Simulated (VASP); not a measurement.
TaN: single point with PBEsol

TaN:

```
CELL_PARAMETERS angstrom
0.00000 2.00468 2.17900
2.00468 0.00000 2.17900
2.00468 2.00468 0.00000
ATOMIC_POSITIONS crystal
Ta 0.50000 0.50000 0.50000
N 0.00000 0.00000 0.00000
```

This cell differs from its parent crystal: strain -0.080 along x and y, +0.000 along z.

| Item | Value |
| --- | --- |
| Program | VASP 6.6.1 |
| Task | single point |
| Functional | PBEsol |
| Potentials or basis | VASP PAW PBE potentials, release 64 (Ta_pv, N) |
| Cutoff | 520 eV |
| k mesh | 18 × 18 × 18 |
| Occupations | gaussian, width 0.15 eV |
| Spin | no spin polarisation |

```json
{
  "Pressure": "106.6 GPa",
  "Band gap on the k mesh": "zero (band 8 reaches 14.08 eV, above the bottom of band 9 at 9.20 eV)"
}
```

Stress tensor (GPa, compression positive):
```
139.14   0.00   0.00
  0.00 139.14   0.00
  0.00   0.00  41.40
```

Levels at points of the mesh, in eV from the Fermi level:
```csv
k point,band 6,band 7,band 8,band 9,band 10,band 11
"(0.00, 0.00, 0.00)",-4.06,-4.06,-3.52,-2.21,-2.21,-1.33
"(0.50, 0.00, 0.00)",-9.22,-9.09,2.38,2.74,3.24,4.46
"(0.50, 0.50, 0.00)",-6.84,-4.59,-4.59,2.84,4.80,4.80
"(0.50, 0.00, 0.50)",-6.29,-5.41,-4.68,2.48,3.96,5.63
```

It took 2.3 min on 1 thread of Intel Xeon 8259CL, on a shared host, peak memory 0.25 GiB.

Caveat: the cell differs from its parent crystal (strain -0.080 along x and y, +0.000 along z); the PAW data sets were made with another functional, which shifts forces and pressure a little; spin-orbit coupling is left out, which moves the levels of the heavy elements.
